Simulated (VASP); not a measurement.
# RbCl (Fm-3m) in VASP: further runs

Runs on RbCl. Level: PBE. Tasks: single point.

Program: VASP 6.6.1. These are calculated values, not measurements. Logs are shortened: lines on timing, memory, paths and dates and some standing lists are left out, and cuts for length are marked.

**1. The cell of the first run**

The structure is cubic, space group Fm-3m (No. 225). The conventional cell has a = 6.611 Å, b = 6.611 Å, c = 6.611 Å, α = 90.00°, β = 90.00°, γ = 90.00°. Within 4.3 Å of Rb (site symmetry m-3m) lie 6 Cl at 3.31 Å. Cl (site symmetry m-3m) has 6 Rb at 3.31 Å within 4.3 Å.

**2. Single point, PBE**

File INCAR:

```
PREC = Accurate
ENCUT = 500
EDIFF = 1E-6
ISMEAR = 0
SIGMA = 0.01
LREAL = False
LASPH = True
NELM = 120
ALGO = Normal
ISIF = 2
LWAVE = False
LCHARG = False
GGA = PE
NBANDS = 15
GGA_COMPAT = False
```

File KPOINTS:

```
regular mesh
0
Gamma
  6 6 6
```

File POSCAR:

```
RbCl
1.0
    0.0000000000      3.3057264390      3.3057264390
    3.3057264390      0.0000000000      3.3057264390
    3.3057264390      3.3057264390      0.0000000000
Rb Cl
1 1
Direct
    0.0000000000      0.0000000000      0.0000000000
    0.5000000000      0.5000000000      0.5000000000
```

Potentials or basis: VASP PAW PBE potentials, release 64 (Rb_sv, Cl).

Command:

```sh
$ cat potpaw_PBE.64/Rb_sv/POTCAR potpaw_PBE.64/Cl/POTCAR > POTCAR
$ mpirun -np 1 vasp_std > vasp.out
```

OUTCAR:

```text
PREC = Accurate
   ENCUT = 500
   EDIFF = 1E-6
   ISMEAR = 0
   LREAL = False
   LASPH = True
   NELM = 120
   ISIF = 2
   GGA = PE

 ion  position               nearest neighbor table
   1  0.000  0.000  0.000-   2 3.31   2 3.31   2 3.31   2 3.31   2 3.31   2 3.31
   2  0.500  0.500  0.500-   1 3.31   1 3.31   1 3.31   1 3.31   1 3.31   1 3.31

  LATTYP: Found a face centered cubic cell.
 ALAT       =     6.6114528780

  Lattice vectors:

 A1 = (   0.0000000000,   3.3057264390,   3.3057264390)
 A2 = (   3.3057264390,   0.0000000000,   3.3057264390)
 A3 = (   3.3057264390,   3.3057264390,   0.0000000000)

Analysis of symmetry for initial positions (statically):
=====================================================================
 Subroutine PRICEL returns:
 Original cell was already a primitive cell.

 Routine SETGRP: Setting up the symmetry group for a
 face centered cubic supercell.

 Subroutine GETGRP returns: Found 48 space group operations
 (whereof 48 operations were pure point group operations)
 out of a pool of 48 trial point group operations.

The static configuration has the point symmetry O_h .

Analysis of symmetry for dynamics (positions and initial velocities):
=====================================================================
 Subroutine PRICEL returns:
 Original cell was already a primitive cell.

 Routine SETGRP: Setting up the symmetry group for a
 face centered cubic supercell.

 Subroutine GETGRP returns: Found 48 space group operations
 (whereof 48 operations were pure point group operations)
 out of a pool of 48 trial point group operations.

The dynamic configuration has the point symmetry O_h .

 Subroutine INISYM returns: Found 48 space group operations
 (whereof 48 operations are pure point group operations),
 and found     1 'primitive' translations

----------------------------------------------------------------------------------------

                                     Primitive cell

  volume of cell :      72.2488

  direct lattice vectors                    reciprocal lattice vectors
     0.000000000  3.305726439  3.305726439    -0.151252685  0.151252685  0.151252685
     3.305726439  0.000000000  3.305726439     0.151252685 -0.151252685  0.151252685
     3.305726439  3.305726439  0.000000000     0.151252685  0.151252685 -0.151252685

  length of vectors
     4.675003164  4.675003164  4.675003164     0.261977335  0.261977335  0.261977335

  position of ions in fractional coordinates (direct lattice)
     0.000000000  0.000000000  0.000000000
     0.500000000  0.500000000  0.500000000

  ion indices of the primitive-cell ions
   primitive index   ion index
                 1           1
                 2           2

----------------------------------------------------------------------------------------

 KPOINTS: regular mesh

Automatic generation of k-mesh.
 Grid dimensions read from file:
 generate k-points for:    6    6    6

 Generating k-lattice:

  Cartesian coordinates                     Fractional coordinates (reciprocal lattice)
    -0.025208781  0.025208781  0.025208781     0.166666667  0.000000000  0.000000000
     0.025208781 -0.025208781  0.025208781     0.000000000  0.166666667  0.000000000
     0.025208781  0.025208781 -0.025208781     0.000000000  0.000000000  0.166666667

  Length of vectors
     0.043662889  0.043662889  0.043662889

  Shift w.r.t. Gamma in fractional coordinates (k-lattice)
     0.000000000  0.000000000  0.000000000

 Subroutine IBZKPT returns following result:
 ===========================================

 Found     16 irreducible k-points:

 Following reciprocal coordinates:
            Coordinates               Weight
  0.000000  0.000000  0.000000      1.000000
  0.166667  0.000000  0.000000      8.000000
  0.333333  0.000000  0.000000      8.000000
  0.500000  0.000000  0.000000      4.000000
  0.166667  0.166667  0.000000      6.000000
  0.333333  0.166667  0.000000     24.000000
[... 8 lines left out ...]
 -0.333333  0.333333  0.166667     24.000000
 -0.333333  0.500000  0.166667     12.000000
   k-points           NKPTS =     16   k-points in BZ     NKDIM =     16   number of bands    NBANDS=     15
   number of dos      NEDOS =    301   number of ions     NIONS =      2
   total plane-waves  NPLWV =  46656
   dimension x,y,z NGX =    36 NGY =   36 NGZ =   36
   dimension x,y,z NGXF=    72 NGYF=   72 NGZF=   72
   ions per type =               1   1
   NGX,Y,Z   is equivalent  to a cutoff of  12.80, 12.80, 12.80 a.u.
   NGXF,Y,Z  is equivalent  to a cutoff of  25.60, 25.60, 25.60 a.u.
 SYSTEM =  unknown system
   PREC   = accura    normal or accurate (medium, high low for compatibility)
   ISTART =      0    job   : 0-new  1-cont  2-samecut
   ICHARG =      2    charge: 1-file 2-atom 10-const
   ISPIN  =      1    spin polarized calculation?
   LNONCOLLINEAR =      F non collinear calculations
   LSORBIT =      F    spin-orbit coupling
   LASPH  =      T    aspherical Exc in radial PAW
   ENCUT  =  500.0 eV  36.75 Ry    6.06 a.u.   8.52  8.52  8.52*2*pi/ulx,y,z
   NELM   =    120;   NELMIN=  2; NELMDL= -5     # of ELM steps
   EDIFF  = 0.1E-05   stopping-criterion for ELM
   LREAL  =      F    real-space projection
   EDIFFG = 0.1E-04   stopping-criterion for IOM
   NSW    =      0    number of steps for IOM
   IBRION =     -1    ionic relax: 0-MD 1-quasi-New 2-CG
   NFREE  =      0    steps in history (QN), initial steepest desc. (CG)
   ISIF   =      2    stress and relaxation
   ISYM   =      2    0-nonsym 1-usesym 2-fastsym
   POTIM  = 0.5000    time-step for ionic-motion
   TEBEG  =    0.0;   TEEND  =   0.0 temperature during run
   PSTRESS=    0.0 pullay stress
   NELECT =      16.0000    total number of electrons
   NUPDOWN=      -1.0000    fix difference up-down
   EMIN   =  10.00;   EMAX   =-10.00  energy-range for DOS
   EFERMI =   0.00;   METHOD = LEGACY
   ISMEAR =     0;   SIGMA  =   0.01  broadening in eV -4-tet -1-fermi 0-gaus
   EFERMI_NEDOS =   21; number of points for ismear=-14 and -15
   IALGO  =     38    algorithm
   IMIX   =      4    mixing-type and parameters
     AMIX     =   0.40;   BMIX     =  1.00
     AMIX_MAG =   1.60;   BMIX_MAG =  1.00
  volume/ion in A,a.u.               =      36.12       243.78
  Fermi-wavevector in a.u.,A,eV,Ry     =   0.990462  1.871702 13.347525  0.981015
  Thomas-Fermi vector in A             =   2.122134
   LORBIT       =      0    0 simple, 1 ext, 2 COOP (PROOUT), +10 PAW based schemes
   GGA     = PE    functional components
   LHFCALC =     F    Hartree Fock is set to
   AEXX    =    0.0000 exact exchange contribution
   IVDW    =     0    specifies the selected vdW correction
   LEPSILON=     F    determine dielectric tensor
   LRPA    =     F    only Hartree local field effects (RPA)
 non-spin polarized calculation
 Gauss-broadening in eV      SIGMA  =   0.01
  energy-cutoff  :      500.00
  volume of cell :       72.25
 maximum number of plane-waves:      1853
 NGX is ok and might be reduce to    36
   NGX = 17   NGY = 17   NGZ = 17

 number of electron      16.0000002 magnetization

 Free energy of the ion-electron system (eV)
  ---------------------------------------------------
  ext. energy  EPLUGINS =         0.00000000
  ---------------------------------------------------
  free energy    TOTEN  =        -6.66988186 eV

  energy without entropy =       -6.66988186  energy(sigma->0) =       -6.66988186

 E-fermi :  -1.8379     XC(G=0):  -7.2968

 val. band max:       -1.9288672955   @ k =   0.0000   0.0000   0.0000
 cond. band min:       3.0251660599   @ k =   0.0000   0.0000   0.0000
 fundamental gap:      4.9540333554
 Fermi energy:        -1.8378786483

 k-point     1 :       0.0000    0.0000    0.0000
  band No.  band energies     occupation
      1     -25.8840      2.00000
      2     -13.9148      2.00000
      3      -9.9329      2.00000
      4      -9.9329      2.00000
      5      -9.9329      2.00000
      6      -1.9289      2.00000
      7      -1.9289      2.00000
      8      -1.9289      2.00000
      9       3.0252      0.00000
     10       6.0556      0.00000
     11       6.0556      0.00000
     12       6.0556      0.00000
     13       7.0301      0.00000
     14       7.0301      0.00000
     15      10.1358      0.00000

 k-point     2 :       0.1667    0.0000    0.0000
  band No.  band energies     occupation
      1     -25.8803      2.00000
      2     -13.9295      2.00000
      3      -9.9360      2.00000
      4      -9.9360      2.00000
      5      -9.9270      2.00000
      6      -2.1786      2.00000
      7      -2.0151      2.00000
      8      -2.0151      2.00000
      9       3.6368      0.00000
     10       5.8830      0.00000
     11       6.3955      0.00000
     12       6.3955      0.00000
     13       7.4275      0.00000
     14       7.4275      0.00000
     15      11.1795      0.00000

 k-point     3 :       0.3333    0.0000    0.0000
  band No.  band energies     occupation
      1     -25.8729      2.00000
      2     -13.9585      2.00000
      3      -9.9420      2.00000
      4      -9.9420      2.00000
      5      -9.9155      2.00000
      6      -2.5921      2.00000
      7      -2.1783      2.00000
      8      -2.1783      2.00000
      9       4.9629      0.00000
     10       5.8631      0.00000
     11       7.3316      0.00000
     12       7.3316      0.00000
     13       8.4372      0.00000
     14       8.4372      0.00000
     15      10.8256      0.00000

 k-point     4 :       0.5000    0.0000    0.0000
  band No.  band energies     occupation
      1     -25.8692      2.00000
      2     -13.9729      2.00000
      3      -9.9450      2.00000
      4      -9.9450      2.00000
      5      -9.9099      2.00000
      6      -2.7705      2.00000
      7      -2.2557      2.00000
      8      -2.2557      2.00000
      9       5.7745      0.00000
     10       5.9948      0.00000
     11       8.1722      0.00000
     12       8.1722      0.00000
     13       9.3877      0.00000
     14       9.3877      0.00000
     15       9.9946      0.00000
[... 163 lines left out ...]
 k-point    14 :       0.5000    0.3333    0.1667
  band No.  band energies     occupation
      1     -25.8683      2.00000
      2     -13.9241      2.00000
      3     -10.0385      2.00000
      4     -10.0151      2.00000
      5      -9.9385      2.00000
      6      -2.4891      2.00000
      7      -2.2038      2.00000
      8      -2.0866      2.00000
      9       5.2253      0.00000
     10       5.5419      0.00000
     11       7.6618      0.00000
     12       8.2822      0.00000
     13       8.5288      0.00000
     14       8.8073      0.00000
     15       9.7028      0.00000

 k-point    15 :      -0.3333    0.3333    0.1667
  band No.  band energies     occupation
      1     -25.8659      2.00000
      2     -13.9179      2.00000
      3     -10.0646      2.00000
      4     -10.0581      2.00000
      5      -9.9248      2.00000
      6      -2.4587      2.00000
      7      -2.1935      2.00000
      8      -2.1895      2.00000
      9       5.7491      0.00000
     10       5.8123      0.00000
     11       7.5543      0.00000
     12       7.6295      0.00000
     13       9.0212      0.00000
     14       9.6059      0.00000
     15      10.0352      0.00000

 k-point    16 :      -0.3333    0.5000    0.1667
  band No.  band energies     occupation
      1     -25.8649      2.00000
      2     -13.8913      2.00000
      3     -10.1400      2.00000
      4     -10.0659      2.00000
      5      -9.9494      2.00000
      6      -2.2789      2.00000
      7      -2.2148      2.00000
      8      -2.1076      2.00000
      9       4.9727      0.00000
     10       6.5910      0.00000
     11       6.8127      0.00000
     12       7.8568      0.00000
     13       8.8698      0.00000
     14       9.7615      0.00000
     15      10.2573      0.00000

------------------------ aborting loop because EDIFF is reached ----------------------------------------

  FORCE on cell =-STRESS in cart. coord.  units (eV):
  Direction    XX          YY          ZZ          XY          YZ          ZX
  --------------------------------------------------------------------------------------
  -------------------------------------------------------------------------------------
  Total        0.2763729      0.2763729      0.2763729      0.0000000      0.0000000     -0.0000000
  in kB        6.1287983      6.1287983      6.1287983      0.0000000      0.0000000     -0.0000000
  external PRESSURE =       6.1287983 kB  Pullay stress =       0.0000000 kB

 VOLUME and BASIS-vectors are now :
 -----------------------------------------------------------------------------
  energy-cutoff  :      500.00
  volume of cell :       72.25
      direct lattice vectors                 reciprocal lattice vectors
     0.000000000  3.305726439  3.305726439    -0.151252685  0.151252685  0.151252685
     3.305726439  0.000000000  3.305726439     0.151252685 -0.151252685  0.151252685
     3.305726439  3.305726439  0.000000000     0.151252685  0.151252685 -0.151252685

 POSITION                                       TOTAL-FORCE (eV/Angst)
 -----------------------------------------------------------------------------------
      0.00000      0.00000      0.00000         0.000000      0.000000      0.000000
      3.30573      3.30573      3.30573        -0.000000     -0.000000     -0.000000
 -----------------------------------------------------------------------------------
    total drift:                                0.000000      0.000000      0.000000

  FREE ENERGIE OF THE ION-ELECTRON SYSTEM (eV)
  ---------------------------------------------------
  free  energy   TOTEN  =        -6.6698818570 eV

  energy  without entropy=       -6.6698818570  energy(sigma->0) =       -6.66988186
```

Wall time 20 s (1 thread of Intel Xeon Platinum 8259CL at 2.50GHz (Skylake/Cascade Lake), shared host); peak memory 0.2 GiB.

Results:

```
Free energy            : -6.6699 eV
Pressure               : 0.6 GPa
Band gap on the k mesh : 4.95 eV, direct
```

**3. Single point, PBE (volume changed by -6%)**

File INCAR:

```
SYSTEM = RbCl
ALGO     = Normal         ! electronic algorithm
EDIFF    = 1E-6           ! SCF threshold, eV
ENCUT    = 500            ! plane-wave cutoff, eV
GGA      = PE             ! functional
GGA_COMPAT= .False.      
ISIF     = 2              ! what is computed and relaxed
ISMEAR   = 0              ! smearing method
LASPH    = .True.         ! aspherical terms in the spheres
LCHARG   = .False.        ! write CHGCAR
LREAL    = .False.        ! projectors in reciprocal space
LWAVE    = .False.        ! write WAVECAR
NBANDS   = 15             ! bands
NELM     = 120            ! most SCF steps
PREC     = Accurate       ! precision mode
SIGMA    = 0.01           ! smearing width, eV
```

File KPOINTS:

```
k-points
0
Gamma
  6 6 6
  0 0 0
```

File POSCAR:

```
RbCl
1.0
    0.0000000000      3.2807573093      3.2807573093
    3.2807573093      0.0000000000      3.2807573093
    3.2807573093      3.2807573093      0.0000000000
Rb Cl
1 1
Direct
    0.0000000000      0.0000000000      0.0000000000
    0.5000000000      0.5000000000      0.5000000000
```

Potentials or basis: VASP PAW PBE potentials, release 64 (Rb_sv, Cl).

Command:

```sh
$ cat potpaw_PBE.64/Rb_sv/POTCAR potpaw_PBE.64/Cl/POTCAR > POTCAR
$ mpirun -np 1 vasp_std > vasp.out
```

OUTCAR:

```text
SYSTEM = RbCl
   EDIFF = 1E-6
   ENCUT = 500
   GGA = PE
   ISIF = 2
   ISMEAR = 0
   LASPH = .True.
   LREAL = .False.
   NELM = 120
   PREC = Accurate

 ion  position               nearest neighbor table
   1  0.000  0.000  0.000-   2 3.28   2 3.28   2 3.28   2 3.28   2 3.28   2 3.28
   2  0.500  0.500  0.500-   1 3.28   1 3.28   1 3.28   1 3.28   1 3.28   1 3.28

  LATTYP: Found a face centered cubic cell.
 ALAT       =     6.5615146186

  Lattice vectors:

 A1 = (   0.0000000000,   3.2807573093,   3.2807573093)
 A2 = (   3.2807573093,   0.0000000000,   3.2807573093)
 A3 = (   3.2807573093,   3.2807573093,   0.0000000000)

Analysis of symmetry for initial positions (statically):
=====================================================================
 Subroutine PRICEL returns:
 Original cell was already a primitive cell.

 Routine SETGRP: Setting up the symmetry group for a
 face centered cubic supercell.

 Subroutine GETGRP returns: Found 48 space group operations
 (whereof 48 operations were pure point group operations)
 out of a pool of 48 trial point group operations.

[... 167 lines left out ...]
      5      -9.7939      2.00000
      6      -1.8440      2.00000
      7      -1.8440      2.00000
      8      -1.8440      2.00000
      9       3.1827      0.00000
     10       6.1558      0.00000
     11       6.1558      0.00000
     12       6.1558      0.00000
     13       7.1450      0.00000
     14       7.1450      0.00000
[... 257 lines left out ...]
      2     -13.8271      2.00000
      3     -10.0198      2.00000
      4      -9.9389      2.00000
      5      -9.8106      2.00000
      6      -2.2094      2.00000
      7      -2.1289      2.00000
      8      -2.0222      2.00000
      9       5.0650      0.00000
     10       6.7433      0.00000
     11       7.0107      0.00000
     12       8.0470      0.00000
     13       9.0435      0.00000
     14       9.9553      0.00000
     15      10.4842      0.00000

------------------------ aborting loop because EDIFF is reached ----------------------------------------

  FORCE on cell =-STRESS in cart. coord.  units (eV):
  Direction    XX          YY          ZZ          XY          YZ          ZX
  --------------------------------------------------------------------------------------
  -------------------------------------------------------------------------------------
  Total        0.4538817      0.4538817      0.4538817      0.0000000     -0.0000000      0.0000000
  in kB       10.2967676     10.2967676     10.2967676      0.0000000     -0.0000000      0.0000000
  external PRESSURE =      10.2967676 kB  Pullay stress =       0.0000000 kB

 VOLUME and BASIS-vectors are now :
 -----------------------------------------------------------------------------
  energy-cutoff  :      500.00
  volume of cell :       70.62
      direct lattice vectors                 reciprocal lattice vectors
     0.000000000  3.280757309  3.280757309    -0.152403836  0.152403836  0.152403836
     3.280757309  0.000000000  3.280757309     0.152403836 -0.152403836  0.152403836
     3.280757309  3.280757309  0.000000000     0.152403836  0.152403836 -0.152403836

 POSITION                                       TOTAL-FORCE (eV/Angst)
 -----------------------------------------------------------------------------------
      0.00000      0.00000      0.00000        -0.000000     -0.000000      0.000000
      3.28076      3.28076      3.28076         0.000000      0.000000     -0.000000
 -----------------------------------------------------------------------------------
    total drift:                                0.000000      0.000000      0.000000

  FREE ENERGIE OF THE ION-ELECTRON SYSTEM (eV)
  ---------------------------------------------------
  free  energy   TOTEN  =        -6.6611917628 eV

  energy  without entropy=       -6.6611917628  energy(sigma->0) =       -6.66119176
```

Wall time 21 s (1 thread of Intel Xeon Platinum 8259CL at 2.50GHz (Skylake/Cascade Lake), shared host); peak memory 0.2 GiB.

Results:

| Property | Result |
| --- | --- |
| Free energy | -6.6612 eV |
| Pressure | 1.0 GPa |
| Band gap on the k mesh | 5.03 eV, direct |

(Continued in part 2 of 2.)
